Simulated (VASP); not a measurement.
# Ga (Fm-3m) in VASP: single point with PBE

Aim: the single point of Ga with PBE.

Everything below comes from runs of VASP 6.6.1. Logs are shortened: lines on timing, memory, paths and dates and some standing lists are left out, and cuts for length are marked.

## (1) The cell of the first run

Symmetry: Fm-3m, No. 225, cubic system. The conventional cell has a = 4.233 Å, b = 4.233 Å, c = 4.233 Å, α = 90.00°, β = 90.00°, γ = 90.00°. Ga (site symmetry m-3m) has 12 Ga at 2.99 Å within 3.9 Å.

## (2) Single point, PBE, non-collinear spin, zero start, spin-orbit coupling

INCAR reads:

```
  PREC = Accurate
  ENCUT = 520
  EDIFF = 1E-7
  ISMEAR = 0
  SIGMA = 0.05
  LREAL = False
  LASPH = True
  NELM = 150
  ALGO = Normal
  ISIF = 2
  LWAVE = False
  LCHARG = True
  LNONCOLLINEAR = True
  MAGMOM = 0 0 0
  LORBIT = 11
  LSORBIT = True
  GGA_COMPAT = False
  LORBMOM = True
  GGA = PE
  LVHAR = True
  NBANDS = 24
```

KPOINTS reads:

```
regular mesh
0
Gamma
  18 18 18
```

POSCAR reads:

```
Ga
1.0
    0.0000000000      2.1163201454      2.1163201454
    2.1163201454      0.0000000000      2.1163201454
    2.1163201454      2.1163201454      0.0000000000
Ga
1
Direct
    0.0000000000      0.0000000000      0.0000000000
```

Potentials or basis: VASP PAW PBE potentials, release 64 (Ga_d).

Run with:

```bash
cat potpaw_PBE.64/Ga_d/POTCAR > POTCAR
mpirun -np 1 vasp_ncl > vasp.out
```

OUTCAR:

```text
PREC = Accurate
   ENCUT = 520
   EDIFF = 1E-7
   ISMEAR = 0
   LREAL = False
   LASPH = True
   NELM = 150
   ISIF = 2
   LNONCOLLINEAR = True
   LORBIT = 11
   LSORBIT = True
   GGA = PE

 ion  position               nearest neighbor table
   1  0.000  0.000  0.000-

  LATTYP: Found a face centered cubic cell.
 ALAT       =     4.2326402908

  Lattice vectors:

 A1 = (   0.0000000000,   2.1163201454,   2.1163201454)
 A2 = (   2.1163201454,   0.0000000000,   2.1163201454)
 A3 = (   2.1163201454,   2.1163201454,   0.0000000000)

Analysis of symmetry for initial positions (statically):
=====================================================================
 Subroutine PRICEL returns:
 Original cell was already a primitive cell.

 Routine SETGRP: Setting up the symmetry group for a
 face centered cubic supercell.

 Subroutine GETGRP returns: Found 48 space group operations
 (whereof 48 operations were pure point group operations)
 out of a pool of 48 trial point group operations.

The static configuration has the point symmetry O_h .

Analysis of symmetry for dynamics (positions and initial velocities):
=====================================================================
 Subroutine PRICEL returns:
 Original cell was already a primitive cell.

 Routine SETGRP: Setting up the symmetry group for a
 face centered cubic supercell.

 Subroutine GETGRP returns: Found 48 space group operations
 (whereof 48 operations were pure point group operations)
 out of a pool of 48 trial point group operations.

The dynamic configuration has the point symmetry O_h .

Analysis of structural, dynamic, and magnetic symmetry:
=====================================================================
 Subroutine PRICEL returns:
 Original cell was already a primitive cell.

 Routine SETGRP: Setting up the symmetry group for a
 face centered cubic supercell.

 Subroutine GETGRP returns: Found 48 space group operations
 (whereof 48 operations were pure point group operations)
 out of a pool of 48 trial point group operations.

The overall configuration has the point symmetry O_h .

 Subroutine INISYM returns: Found 48 space group operations
 (whereof 48 operations are pure point group operations),
 and found     1 'primitive' translations

----------------------------------------------------------------------------------------

                                     Primitive cell

  volume of cell :      18.9572

  direct lattice vectors                    reciprocal lattice vectors
     0.000000000  2.116320145  2.116320145    -0.236259151  0.236259151  0.236259151
     2.116320145  0.000000000  2.116320145     0.236259151 -0.236259151  0.236259151
     2.116320145  2.116320145  0.000000000     0.236259151  0.236259151 -0.236259151

  length of vectors
     2.992928652  2.992928652  2.992928652     0.409212853  0.409212853  0.409212853

  position of ions in fractional coordinates (direct lattice)
     0.000000000  0.000000000  0.000000000

  ion indices of the primitive-cell ions
   primitive index   ion index
                 1           1

----------------------------------------------------------------------------------------

 KPOINTS: regular mesh

Automatic generation of k-mesh.
 Grid dimensions read from file:
 generate k-points for:   18   18   18

 Generating k-lattice:

  Cartesian coordinates                     Fractional coordinates (reciprocal lattice)
    -0.013125508  0.013125508  0.013125508     0.055555556  0.000000000  0.000000000
     0.013125508 -0.013125508  0.013125508     0.000000000  0.055555556  0.000000000
     0.013125508  0.013125508 -0.013125508     0.000000000  0.000000000  0.055555556

  Length of vectors
     0.022734047  0.022734047  0.022734047

  Shift w.r.t. Gamma in fractional coordinates (k-lattice)
     0.000000000  0.000000000  0.000000000

 Subroutine IBZKPT returns following result:
 ===========================================

 Found    195 irreducible k-points:

 Following reciprocal coordinates:
            Coordinates               Weight
  0.000000  0.000000  0.000000      1.000000
  0.055556  0.000000  0.000000      8.000000
  0.111111  0.000000  0.000000      8.000000
  0.166667  0.000000  0.000000      8.000000
  0.222222  0.000000  0.000000      8.000000
  0.277778  0.000000  0.000000      8.000000
[... 16 lines left out ...]
 -0.277778  0.055556  0.000000     24.000000
 -0.222222  0.055556  0.000000     24.000000
 [... further k-points ...]
   k-points           NKPTS =    195   k-points in BZ     NKDIM =    195   number of bands    NBANDS=     24
   number of dos      NEDOS =    301   number of ions     NIONS =      1
   total plane-waves  NPLWV =  13824
   dimension x,y,z NGX =    24 NGY =   24 NGZ =   24
   dimension x,y,z NGXF=    48 NGYF=   48 NGZF=   48
   ions per type =               1
   NGX,Y,Z   is equivalent  to a cutoff of  13.33, 13.33, 13.33 a.u.
   NGXF,Y,Z  is equivalent  to a cutoff of  26.66, 26.66, 26.66 a.u.
 SYSTEM =  unknown system
   PREC   = accura    normal or accurate (medium, high low for compatibility)
   ISTART =      0    job   : 0-new  1-cont  2-samecut
   ICHARG =      2    charge: 1-file 2-atom 10-const
   ISPIN  =      1    spin polarized calculation?
   LNONCOLLINEAR =      T non collinear calculations
   LSORBIT =      T    spin-orbit coupling
   LASPH  =      T    aspherical Exc in radial PAW
   ENCUT  =  520.0 eV  38.22 Ry    6.18 a.u.   5.56  5.56  5.56*2*pi/ulx,y,z
   NELM   =    150;   NELMIN=  2; NELMDL= -5     # of ELM steps
   EDIFF  = 0.1E-06   stopping-criterion for ELM
   LREAL  =      F    real-space projection
   EDIFFG = 0.1E-05   stopping-criterion for IOM
   NSW    =      0    number of steps for IOM
   IBRION =     -1    ionic relax: 0-MD 1-quasi-New 2-CG
   NFREE  =      0    steps in history (QN), initial steepest desc. (CG)
   ISIF   =      2    stress and relaxation
   ISYM   =      2    0-nonsym 1-usesym 2-fastsym
   POTIM  = 0.5000    time-step for ionic-motion
   TEBEG  =    0.0;   TEEND  =   0.0 temperature during run
   PSTRESS=    0.0 pullay stress
   NELECT =      13.0000    total number of electrons
   NUPDOWN=      -1.0000    fix difference up-down
   EMIN   =  10.00;   EMAX   =-10.00  energy-range for DOS
   EFERMI =   0.00;   METHOD = LEGACY
   ISMEAR =     0;   SIGMA  =   0.05  broadening in eV -4-tet -1-fermi 0-gaus
   EFERMI_NEDOS =   21; number of points for ismear=-14 and -15
   IALGO  =     38    algorithm
   IMIX   =      4    mixing-type and parameters
     AMIX     =   0.40;   BMIX     =  1.00
     AMIX_MAG =   1.60;   BMIX_MAG =  1.00
  volume/ion in A,a.u.               =      18.96       127.93
  Fermi-wavevector in a.u.,A,eV,Ry     =   1.443659  2.728120 28.356595  2.084151
  Thomas-Fermi vector in A             =   2.562042
   LORBIT       =     11    0 simple, 1 ext, 2 COOP (PROOUT), +10 PAW based schemes
   GGA     = PE    functional components
   LHFCALC =     F    Hartree Fock is set to
   AEXX    =    0.0000 exact exchange contribution
   IVDW    =     0    specifies the selected vdW correction
   LEPSILON=     F    determine dielectric tensor
   LRPA    =     F    only Hartree local field effects (RPA)
 Gauss-broadening in eV      SIGMA  =   0.05
  energy-cutoff  :      520.00
  volume of cell :       18.96
 maximum number of plane-waves:      1064
 NGX is ok and might be reduce to    24
   NGX = 11   NGY = 11   NGZ = 11

 number of electron      13.0000000 magnetization       0.0000000      0.0000000      0.0000000

 number of electron      13.0000010 magnetization       0.0000000     -0.0000000      0.0000000

 number of electron      13.0000010 magnetization      -0.0000000      0.0000000     -0.0000000

 Free energy of the ion-electron system (eV)
  ---------------------------------------------------
  ext. energy  EPLUGINS =         0.00000000
  ---------------------------------------------------
  free energy    TOTEN  =        -2.89409653 eV

  energy without entropy =       -2.89330221  energy(sigma->0) =       -2.89369937

 E-fermi :   5.5638     XC(G=0): -10.9957

 val. band max:        5.5632067003   @ k =  -0.3889   0.4444   0.1667
 cond. band min:       5.5729312974   @ k =  -0.3333   0.4444   0.2222
 fundamental gap:      0.0097245971
 Fermi energy:         5.5637621281

 k-point     1 :       0.0000    0.0000    0.0000
  band No.  band energies     occupation
      1      -9.6156      1.00000
      2      -9.6156      1.00000
      3      -9.6156      1.00000
      4      -9.6156      1.00000
      5      -9.1989      1.00000
      6      -9.1989      1.00000
[... 16 lines left out ...]
     23      21.5381      0.00000
     24      21.5596      0.00000

 k-point     2 :       0.0556    0.0000    0.0000
  band No.  band energies     occupation
      1      -9.6148      1.00000
      2      -9.6148      1.00000
      3      -9.6138      1.00000
      4      -9.6138      1.00000
      5      -9.1967      1.00000
      6      -9.1967      1.00000
[... 16 lines left out ...]
     23      21.8369      0.00000
     24      21.8369      0.00000

 k-point     3 :       0.1111    0.0000    0.0000
  band No.  band energies     occupation
      1      -9.6128      1.00000
      2      -9.6128      1.00000
      3      -9.6091      1.00000
      4      -9.6091      1.00000
      5      -9.1902      1.00000
      6      -9.1902      1.00000
[... 16 lines left out ...]
     23      22.5320      0.00000
     24      22.5320      0.00000
[... 514 lines left out ...]
 k-point    23 :      -0.2778    0.0556    0.0000
  band No.  band energies     occupation
      1      -9.6088      1.00000
      2      -9.6088      1.00000
      3      -9.5959      1.00000
      4      -9.5959      1.00000
      5      -9.1741      1.00000
      6      -9.1741      1.00000
[... 16 lines left out ...]
     23      21.1564      0.00000
     24      21.1564      0.00000

 k-point    24 :      -0.2222    0.0556    0.0000
  band No.  band energies     occupation
      1      -9.6086      1.00000
      2      -9.6086      1.00000
      3      -9.5967      1.00000
      4      -9.5967      1.00000
      5      -9.1686      1.00000
      6      -9.1686      1.00000
[... 16 lines left out ...]
     23      21.9666      0.00000
     24      21.9666      0.00000

 [... further k-points ...]
[... 5 lines left out ...]
  --------------------------------------------------------------------------------------
  -------------------------------------------------------------------------------------
  Total        0.0109673      0.0109673      0.0109673     -0.0000000     -0.0000000      0.0000000
  in kB        0.9269105      0.9269105      0.9269105     -0.0000000     -0.0000000      0.0000000
  external PRESSURE =       0.9269105 kB  Pullay stress =       0.0000000 kB

 VOLUME and BASIS-vectors are now :
 -----------------------------------------------------------------------------
  energy-cutoff  :      520.00
  volume of cell :       18.96
      direct lattice vectors                 reciprocal lattice vectors
     0.000000000  2.116320145  2.116320145    -0.236259151  0.236259151  0.236259151
     2.116320145  0.000000000  2.116320145     0.236259151 -0.236259151  0.236259151
     2.116320145  2.116320145  0.000000000     0.236259151  0.236259151 -0.236259151

 POSITION                                       TOTAL-FORCE (eV/Angst)
 -----------------------------------------------------------------------------------
      0.00000      0.00000      0.00000         0.000000      0.000000     -0.000000
 -----------------------------------------------------------------------------------
    total drift:                               -0.000000      0.000000     -0.000000

  FREE ENERGIE OF THE ION-ELECTRON SYSTEM (eV)
  ---------------------------------------------------
  free  energy   TOTEN  =        -2.8940965330 eV

  energy  without entropy=       -2.8933022125  energy(sigma->0) =       -2.89369937

 orbital moment (x)

 # of ion     p       d       tot
 ----------------------------------------
  1         0.000   0.000   0.000
 ----------------------------------------
            0.000   0.000   0.000

 orbital moment (y)

 # of ion     p       d       tot
 ----------------------------------------
  1        -0.000   0.000   0.000
 ----------------------------------------
           -0.000   0.000   0.000

 orbital moment (z)

 # of ion     p       d       tot
 ----------------------------------------
  1         0.000   0.000   0.000
 ----------------------------------------
            0.000   0.000   0.000

 Spin-Orbit-Coupling matrix elements

 Ion:    1  E_soc:     -0.0104029
 l=   1
     0.0000000    -0.0009141    -0.0009141
    -0.0009141     0.0000000    -0.0009141
    -0.0009141    -0.0009141     0.0000000
 l=   2
     0.0000000    -0.0001624     0.0000000    -0.0001624    -0.0006573
    -0.0001624     0.0000000    -0.0004930    -0.0001624    -0.0001643
     0.0000000    -0.0004930     0.0000000    -0.0004930     0.0000000
    -0.0001624    -0.0001624    -0.0004930     0.0000000    -0.0001643
    -0.0006573    -0.0001643     0.0000000    -0.0001643     0.0000000
 l=   3
     0.0000000     0.0000000     0.0000000     0.0000000     0.0000000     0.0000000     0.0000000
     0.0000000     0.0000000     0.0000000     0.0000000     0.0000000     0.0000000     0.0000000
     0.0000000     0.0000000     0.0000000     0.0000000     0.0000000     0.0000000     0.0000000
     0.0000000     0.0000000     0.0000000     0.0000000     0.0000000     0.0000000     0.0000000
     0.0000000     0.0000000     0.0000000     0.0000000     0.0000000     0.0000000     0.0000000
     0.0000000     0.0000000     0.0000000     0.0000000     0.0000000     0.0000000     0.0000000
     0.0000000     0.0000000     0.0000000     0.0000000     0.0000000     0.0000000     0.0000000

 total charge

# of ion       s       p       d       tot
------------------------------------------
    1        1.032   0.526   9.956  11.514

 magnetization (x)

# of ion       s       p       d       tot
------------------------------------------
    1        0.000  -0.000  -0.000   0.000

 magnetization (y)

# of ion       s       p       d       tot
------------------------------------------
    1        0.000  -0.000  -0.000  -0.000

 magnetization (z)

# of ion       s       p       d       tot
------------------------------------------
    1        0.000  -0.000   0.000   0.000
```

Wall time 2.8 min (1 thread of Intel Xeon Platinum 8488C (Sapphire Rapids), shared host); peak memory 0.28 GiB.

What came out:

* Free energy: -2.8941 eV
* Pressure: 0.1 GPa
* Net moment: 0.00 μB per cell
* Valence electrons inside the program's atomic spheres: Ga 11.51

Moments on the atoms (μB; x, y, z):
```
Ga  0.00 0.00 0.00
```
